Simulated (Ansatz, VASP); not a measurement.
## WC in VASP and in Ansatz

```
W C
1.0
     2.90050    0.00000    0.00000
    -1.45025    2.51191    0.00000
     0.00000    0.00000    2.82900
W C
1 1
Direct
  0.00896 0.01791 0.00000
  0.66667 0.33333 0.50000
```

Change from the starting cell: one atom moved.

Alike in both runs: task single point; functional PBE; k mesh 15 × 15 × 14; occupations gaussian, width 0.1 eV; no spin polarisation.

|  | VASP | Ansatz |
| --- | --- | --- |
| version | VASP 6.6.1 | Ansatz 0.2.0 |
| potentials or method | VASP PAW PBE potentials, release 64 (W_sv, C_h), cutoff 910 eV | scalar-relativistic, plane waves, PAW |
| valence electrons in the cell | 18 | 18 |

VASP gave:

* gap on the k mesh at the Fermi level (eV): none
* rms of the force components (eV/Å): 0.414

Q: Which values does Ansatz return?

A: gap on the k mesh at the Fermi level (eV): none; rms of the force components (eV/Å): 0.412.

Atom by atom the forces differ by 0.001 eV/Å (rms over components). A gap of «none» marks a metal or a gap that the smearing closes. With one functional, cell and mesh, what is left measures potentials, basis and numerics.

Neither program's run includes spin-orbit coupling. Noted on VASP's run: the cutoff is short for stress, so the pressure is rough.
